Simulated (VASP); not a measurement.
# Tb3YPb (P4mm) in VASP: further runs

Tb3YPb is run at these levels: PBE; tasks: relaxation of cell and atoms.

All numbers are computed with VASP 6.6.1; they aren't measurements. Logs are shortened: lines on timing, memory, paths and dates and some standing lists are left out, and cuts for length are marked.

## Step 1: The cell of the first run

Symmetry: P4mm, No. 99, tetragonal system. The conventional cell has a = 4.463 Å, b = 4.463 Å, c = 8.145 Å, α = 90.00°, β = 90.00°, γ = 90.00°. Tb (site symmetry 2mm) has 6 Tb at 3.16 to 3.55 Å and 2 Pb at 3.26 Å and 2 Y at 4.13 Å within 4.2 Å. Within 4.0 Å of Tb (site symmetry 4mm) lie 1 Pb at 3.00 Å and 4 Tb at 3.55 Å and 4 Y at 3.68 Å. Y (site symmetry 4mm) has 4 Pb at 3.34 Å and 8 Tb at 3.68 to 4.13 Å and 4 Y at 4.46 Å within 4.5 Å. Within 4.0 Å of Pb (site symmetry 4mm) lie 5 Tb at 3.00 to 3.26 Å and 4 Y at 3.34 Å.

The cell was generated, and may not be a known phase.

## Step 2: Relaxation of cell and atoms, PBE

Input file INCAR:

```
SYSTEM = Tb3YPb
ALGO = Normal
EDIFF = 1E-7
EDIFFG = -0.01
ENCUT = 500
GGA = PE
GGA_COMPAT = .FALSE.
IBRION = 2
ISIF = 3
ISMEAR = 0
LASPH = .TRUE.
LCHARG = .FALSE.
LMAXMIX = 6
LREAL = .FALSE.
LWAVE = .FALSE.
NELM = 200
NELMIN = 4
NSW = 100
PREC = Accurate
SIGMA = 0.1
```

Input file KPOINTS:

```
k-points
0
G
  8 8 4
  0 0 0
```

Input file POSCAR:

```
Tb3YPb
1.0
    4.4626472495      0.0000000000      0.0000000000
    0.0000000000      4.4626472495      0.0000000000
    0.0000000000      0.0000000000      8.1447756033
Tb Y Pb
3 1 1
Direct
    0.0000000000      0.5000000000      0.6714507266
    0.0000000000      0.0000000000      0.3318762819
    0.5000000000      0.0000000000      0.6714507266
    0.5000000000      0.5000000000      0.0984237011
    0.0000000000      0.0000000000      0.9630775240
```

Potentials or basis: VASP PAW PBE potentials, release 64 (Tb_3, Y_sv, Pb_d), 4f in core.

Run with:

```
> cat potpaw_PBE.64/Tb_3/POTCAR potpaw_PBE.64/Y_sv/POTCAR potpaw_PBE.64/Pb_d/POTCAR > POTCAR
> mpirun -np 1 vasp_std > vasp.out
```

OUTCAR:

```text
SYSTEM = Tb3YPb
   EDIFF = 1E-7
   EDIFFG = -0.01
   ENCUT = 500
   GGA = PE
   IBRION = 2
   ISIF = 3
   ISMEAR = 0
   LASPH = .TRUE.
   LREAL = .FALSE.
   NELM = 200
   NELMIN = 4
   NSW = 100
   PREC = Accurate

 ion  position               nearest neighbor table
   1  0.000  0.500  0.671-   3 3.16   3 3.16   3 3.16   3 3.16   5 3.26   5 3.26   2 3.55   2 3.55

   2  0.000  0.000  0.332-   5 3.00   3 3.55   1 3.55   1 3.55   3 3.55   4 3.68   4 3.68   4 3.68
                             4 3.68
   3  0.500  0.000  0.671-   1 3.16   1 3.16   1 3.16   1 3.16   5 3.26   5 3.26   2 3.55   2 3.55

   4  0.500  0.500  0.098-   5 3.34   5 3.34   5 3.34   5 3.34   2 3.68   2 3.68   2 3.68   2 3.68

   5  0.000  0.000  0.963-   2 3.00   1 3.26   3 3.26   1 3.26   3 3.26   4 3.34   4 3.34   4 3.34
                             4 3.34

  LATTYP: Found a simple tetragonal cell.
 ALAT       =     4.4626472495
 C/A-ratio  =     1.8250995761

  Lattice vectors:

 A1 = (   4.4626472495,   0.0000000000,   0.0000000000)
 A2 = (   0.0000000000,   4.4626472495,   0.0000000000)
 A3 = (   0.0000000000,   0.0000000000,   8.1447756033)

Analysis of symmetry for initial positions (statically):
=====================================================================
 Subroutine PRICEL returns:
 Original cell was already a primitive cell.

 Routine SETGRP: Setting up the symmetry group for a
 simple tetragonal supercell.

 Subroutine GETGRP returns: Found  8 space group operations
 (whereof  8 operations were pure point group operations)
 out of a pool of 16 trial point group operations.

The static configuration has the point symmetry C_4v.

Analysis of symmetry for dynamics (positions and initial velocities):
=====================================================================
 Subroutine PRICEL returns:
 Original cell was already a primitive cell.

 Routine SETGRP: Setting up the symmetry group for a
 simple tetragonal supercell.

 Subroutine GETGRP returns: Found  8 space group operations
 (whereof  8 operations were pure point group operations)
 out of a pool of 16 trial point group operations.

The dynamic configuration has the point symmetry C_4v.

 Subroutine INISYM returns: Found  8 space group operations
 (whereof  8 operations are pure point group operations),
 and found     1 'primitive' translations

----------------------------------------------------------------------------------------

                                     Primitive cell

  volume of cell :     162.2050

  direct lattice vectors                    reciprocal lattice vectors
     4.462647249  0.000000000  0.000000000     0.224082242  0.000000000  0.000000000
     0.000000000  4.462647249  0.000000000     0.000000000  0.224082242  0.000000000
     0.000000000  0.000000000  8.144775603     0.000000000  0.000000000  0.122778091

  length of vectors
[... 91 lines left out ...]
   NSW    =    100    number of steps for IOM
   IBRION =      2    ionic relax: 0-MD 1-quasi-New 2-CG
   NFREE  =      1    steps in history (QN), initial steepest desc. (CG)
   ISIF   =      3    stress and relaxation
   ISYM   =      2    0-nonsym 1-usesym 2-fastsym
   POTIM  = 0.5000    time-step for ionic-motion
   TEBEG  =    0.0;   TEEND  =   0.0 temperature during run
   PSTRESS=    0.0 pullay stress
   NELECT =      52.0000    total number of electrons
   NUPDOWN=      -1.0000    fix difference up-down
   EMIN   =  10.00;   EMAX   =-10.00  energy-range for DOS
   EFERMI =   0.00;   METHOD = LEGACY
   ISMEAR =     0;   SIGMA  =   0.10  broadening in eV -4-tet -1-fermi 0-gaus
   EFERMI_NEDOS =   21; number of points for ismear=-14 and -15
   IALGO  =     38    algorithm
   IMIX   =      4    mixing-type and parameters
     AMIX     =   0.40;   BMIX     =  1.00
     AMIX_MAG =   1.60;   BMIX_MAG =  1.00
  volume/ion in A,a.u.               =      32.44       218.92
  Fermi-wavevector in a.u.,A,eV,Ry     =   1.120438  2.117321 17.080502  1.255382
  Thomas-Fermi vector in A             =   2.257085
   LORBIT       =      0    0 simple, 1 ext, 2 COOP (PROOUT), +10 PAW based schemes
   GGA     = PE    functional components
   LHFCALC =     F    Hartree Fock is set to
   AEXX    =    0.0000 exact exchange contribution
   IVDW    =     0    specifies the selected vdW correction
   LEPSILON=     F    determine dielectric tensor
   LRPA    =     F    only Hartree local field effects (RPA)
 conjugate gradient relaxation of ions
 non-spin polarized calculation
 Gauss-broadening in eV      SIGMA  =   0.10
  energy-cutoff  :      500.00
  volume of cell :      162.21
 maximum number of plane-waves:      4168
 NGX is ok and might be reduce to    36
   NGX = 17   NGY = 17   NGZ = 29

--------------------------------------- Ionic step        1  -------------------------------------------

 number of electron      51.9999996 magnetization

 Free energy of the ion-electron system (eV)
  ---------------------------------------------------
  ext. energy  EPLUGINS =         0.00000000
  ---------------------------------------------------
  free energy    TOTEN  =       -23.48653761 eV

  energy without entropy =      -23.45362929  energy(sigma->0) =      -23.47008345

 E-fermi :   3.6749     XC(G=0):  -9.6712

 val. band max:        3.6664789001   @ k =   0.2500   0.2500   0.2500
 cond. band min:       3.6793314097   @ k =   0.3750   0.3750   0.5000
 fundamental gap:      0.0128525097
 Fermi energy:         3.6749169704

 k-point     1 :       0.0000    0.0000    0.0000
  band No.  band energies     occupation
      1     -39.5468      2.00000
      2     -19.5445      2.00000
      3     -19.4846      2.00000
      4     -19.4846      2.00000
      5     -19.2836      2.00000
      6     -19.2836      2.00000
[... 917 lines left out ...]
  FREE ENERGIE OF THE ION-ELECTRON SYSTEM (eV)
  ---------------------------------------------------
  free  energy   TOTEN  =       -23.4885145260 eV

  energy  without entropy=      -23.4547810970  energy(sigma->0) =      -23.47164781

[... ionic steps 4 to 13 ...]

--------------------------------------- Ionic step       14  -------------------------------------------

 number of electron      51.9999998 magnetization

------------------------ aborting loop because EDIFF is reached ----------------------------------------
[... 73 lines left out ...]
--------------------------------------- Ionic step       16  -------------------------------------------

 number of electron      51.9999999 magnetization

 Free energy of the ion-electron system (eV)
  ---------------------------------------------------
  ext. energy  EPLUGINS =         0.00000000
  ---------------------------------------------------
  free energy    TOTEN  =       -23.49921624 eV

  energy without entropy =      -23.46225120  energy(sigma->0) =      -23.48073372

 E-fermi :   3.5830     XC(G=0):  -9.5690

 val. band max:        3.5816461382   @ k =   0.2500   0.1250   0.2500
 cond. band min:       3.5864461732   @ k =   0.5000   0.2500   0.0000
 fundamental gap:      0.0048000350
 Fermi energy:         3.5830115978

 k-point     1 :       0.0000    0.0000    0.0000
  band No.  band energies     occupation
      1     -39.6707      2.00000
      2     -19.6620      2.00000
      3     -19.6198      2.00000
      4     -19.6198      2.00000
      5     -19.4887      2.00000
      6     -19.4887      2.00000
[... 839 lines left out ...]
  FREE ENERGIE OF THE ION-ELECTRON SYSTEM (eV)
  ---------------------------------------------------
  free  energy   TOTEN  =       -23.4992162446 eV

  energy  without entropy=      -23.4622511969  energy(sigma->0) =      -23.48073372

 reached required accuracy - stopping structural energy minimisation
```

OSZICAR:

```text
N       E                     dE             d eps       ncg     rms          rms(c)
DAV:   1     0.359453573985E+03    0.35945E+03   -0.23713E+04  2790   0.157E+03
DAV:   2     0.719322606889E+01   -0.35226E+03   -0.34656E+03  2811   0.436E+02
DAV:   3    -0.234133697804E+02   -0.30607E+02   -0.29917E+02  4380   0.105E+02
DAV:   4    -0.255017475072E+02   -0.20884E+01   -0.20533E+01  4271   0.214E+01
[... 177 lines left out ...]
DAV:   4    -0.234992238373E+02    0.13130E-04   -0.70063E-05  4319   0.399E-02    0.232E-02
DAV:   5    -0.234992175959E+02    0.62414E-05   -0.26229E-05  4431   0.274E-02    0.123E-02
DAV:   6    -0.234992169473E+02    0.64855E-06   -0.31958E-06  3945   0.825E-03    0.588E-03
DAV:   7    -0.234992162772E+02    0.67011E-06   -0.10101E-06  4123   0.496E-03    0.192E-03
DAV:   8    -0.234992162446E+02    0.32604E-07   -0.69033E-08  2004   0.176E-03
  16 F= -.23499216E+02 E0= -.23480734E+02  d E =-.198970E-03
```

Wall time 17 min (1 thread of Intel Xeon 6975P-C (Granite Rapids), shared host); peak memory 0.48 GiB.

Results:

| Property | Result |
| --- | --- |
| Free energy | -23.4992 eV |
| Relaxed volume | 33.16 Å³/atom |
| Relaxed cell | a = 4.486 Å, b = 4.486 Å, c = 8.238 Å, α = 90.00°, β = 90.00°, γ = 90.00° |
| Space group after relaxing (to 0.1 Å) | P4mm (No. 99) |
| Energy gained by relaxing | 2.5 meV/atom |
| Ionic steps | 16 |
| Pressure after relaxing | 0.0 GPa |
| Largest force after relaxing | 0.007 eV/Å |
| Band gap on the k mesh | zero (bands 26 and 27 overlap by 0.53 eV) |

Forces on the atoms (eV/Å):
```
Tb   0.000  0.000 -0.002
Tb   0.000  0.000  0.007
Tb   0.000  0.000 -0.002
Y    0.000  0.000  0.001
Pb   0.000  0.000 -0.005
```

The path:
```
step  energy change (eV)  largest force (eV/Å)  pressure (GPa)  volume (Å³)
   1              0.0000                0.0844            0.33       162.21
   2             -0.0020                0.1000           -0.06       163.76
   3             -0.0020                0.1008           -0.07       163.83
   4             -0.0029                0.0957           -0.06       163.88
   5             -0.0044                0.0901            0.00       164.04
   6             -0.0052                0.0811            0.00       164.07
   7             -0.0073                0.0692            0.02       164.17
   8             -0.0094                0.0764            0.06       164.35
   9             -0.0095                0.0918            0.07       164.39
  10             -0.0104                0.0815            0.03       164.73
  11             -0.0118                0.0530           -0.09       165.75
  12             -0.0120                0.0438           -0.14       166.11
  13             -0.0124                0.0411            0.08       165.48
  14             -0.0125                0.0353            0.03       165.61
  15             -0.0126                0.0223            0.01       165.70
  16             -0.0127                0.0075           -0.02       165.80
```

Final structure:
```xyz
5
Lattice="4.4862 0.0000 0.0000 0.0000 4.4862 0.0000 0.0000 0.0000 8.2381" Properties=species:S:1:pos:R:3 pbc="T T T"
Tb    0.0000    2.2431    5.5886
Tb    0.0000    0.0000    2.7578
Tb    2.2431    4.4862    5.5886
Y     2.2431    2.2431    0.6298
Pb    0.0000    0.0000    7.9768
```

Caveat: spin-orbit coupling is left out, which moves the levels of the heavy elements; the 4f electrons are frozen in the core, so they carry no moment and show no levels. Spin polarisation is off, so any magnetic state and its effect on volume and gap are missing.

## Step 3: Relaxation of cell and atoms, PBE

This run uses another cell than the first one, of 32.98 Å³/atom.

Input file INCAR:

```
SYSTEM = Tb3YPb
PREC = Accurate ; ENCUT = 500
EDIFF = 1E-7 ; ISMEAR = 0
SIGMA = 0.1 ; LREAL = .FALSE.
LASPH = .TRUE. ; NELM = 200
ALGO = Normal ; ISIF = 3
LWAVE = .FALSE. ; LCHARG = .FALSE.
GGA = PE ; IBRION = 2
NSW = 80 ; EDIFFG = -0.001
GGA_COMPAT = .FALSE. ; NELMIN = 4
LMAXMIX = 6
```

Input file KPOINTS:

```
Automatic mesh
0
G
  8 8 4
  0 0 0
```

Input file POSCAR:

```
Tb3YPb
1.0
    4.4788684658      0.0000000000      0.0000000000
    0.0000000000      4.4788684658      0.0000000000
    0.0000000000      0.0000000000      8.2191745205
Tb Y Pb
3 1 1
Direct
    0.0000000000      0.5000000000      0.6775529573
    0.0000000000      0.0000000000      0.3348220088
    0.5000000000      0.0000000000      0.6775529573
    0.5000000000      0.5000000000      0.0788906711
    0.0000000000      0.0000000000      0.9674603657
```

Potentials or basis: VASP PAW PBE potentials, release 64 (Tb_3, Y_sv, Pb_d), 4f in core.

Run with:

```
> cat potpaw_PBE.64/Tb_3/POTCAR potpaw_PBE.64/Y_sv/POTCAR potpaw_PBE.64/Pb_d/POTCAR > POTCAR
> mpirun -np 1 vasp_std > vasp.out
```

Run time: 15 min. Hardware: 1 thread of Intel Xeon 6975P-C (Granite Rapids), shared host; peak memory 0.47 GiB.

The run converged. Its results:

* Free energy: -23.4995 eV
* Relaxed volume: 33.14 Å³/atom
* Relaxed cell: a = 4.484 Å, b = 4.484 Å, c = 8.239 Å, α = 90.00°, β = 90.00°, γ = 90.00°
* Space group after relaxing (to 0.1 Å): P4mm (No. 99)
* Energy gained by relaxing: 0.1 meV/atom
* Ionic steps: 18
* Pressure after relaxing: 0.0 GPa
* Band gap on the k mesh: zero (bands 26 and 27 overlap by 0.53 eV)

The path:
```
step  energy change (eV)  largest force (eV/Å)  pressure (GPa)  volume (Å³)
   1              0.0000                0.0263            0.14       164.88
   2             -0.0003                0.0229           -0.03       165.55
   3             -0.0003                0.0233           -0.01       165.46
   4             -0.0003                0.0113           -0.01       165.46
   5             -0.0003                0.0083            0.00       165.46
   6             -0.0003                0.0081            0.00       165.46
   7             -0.0003                0.0081            0.00       165.48
   8             -0.0004                0.0080            0.00       165.50
   9             -0.0004                0.0070            0.00       165.49
  10             -0.0004                0.0089            0.02       165.48
  11             -0.0004                0.0093            0.02       165.50
  12             -0.0004                0.0105            0.01       165.56
  13             -0.0004                0.0127           -0.01       165.68
  14             -0.0004                0.0106           -0.01       165.68
  15             -0.0004                0.0044           -0.01       165.69
  16             -0.0004                0.0080            0.00       165.70
  17             -0.0004                0.0012            0.00       165.69
  18             -0.0004                0.0008            0.00       165.69
```

Final structure:
```xyz
5
Lattice="4.4845 0.0000 0.0000 0.0000 4.4845 0.0000 0.0000 0.0000 8.2390" Properties=species:S:1:pos:R:3 pbc="T T T"
Tb    0.0000    2.2422    5.5885
Tb    0.0000    0.0000    2.7582
Tb    2.2422    4.4845    5.5885
Y     2.2422    2.2422    0.6322
Pb    0.0000    0.0000    7.9768
```

Levels at points of the mesh, in eV from the Fermi level:
```tsv
k point	band 22	band 23	band 24	band 25	band 26	band 27	band 28	band 29	band 30	band 31
(0.00, 0.00, 0.00)	-1.70	-0.79	-0.79	-0.57	-0.49	-0.39	1.30	1.30	1.44	1.52
(0.50, 0.00, 0.00)	-1.32	-1.13	-1.00	-0.19	-0.08	0.70	0.74	1.09	1.39	1.47
(0.50, 0.50, 0.00)	-2.15	-1.02	-0.65	-0.57	-0.57	0.31	0.31	0.52	1.00	1.00
(0.00, 0.00, 0.50)	-1.90	-0.58	-0.58	-0.38	-0.35	-0.26	0.84	0.86	0.86	0.98
(0.50, 0.00, 0.50)	-1.16	-0.87	-0.64	-0.33	-0.11	0.82	0.90	1.03	1.64	1.76
(0.50, 0.50, 0.50)	-1.50	-1.50	-0.47	-0.26	-0.26	0.13	0.13	0.40	1.11	1.11
```

Caveat: spin-orbit coupling is left out, which moves the levels of the heavy elements; the 4f electrons are frozen in the core, so they carry no moment and show no levels. Spin polarisation is off, so any magnetic state and its effect on volume and gap are missing.
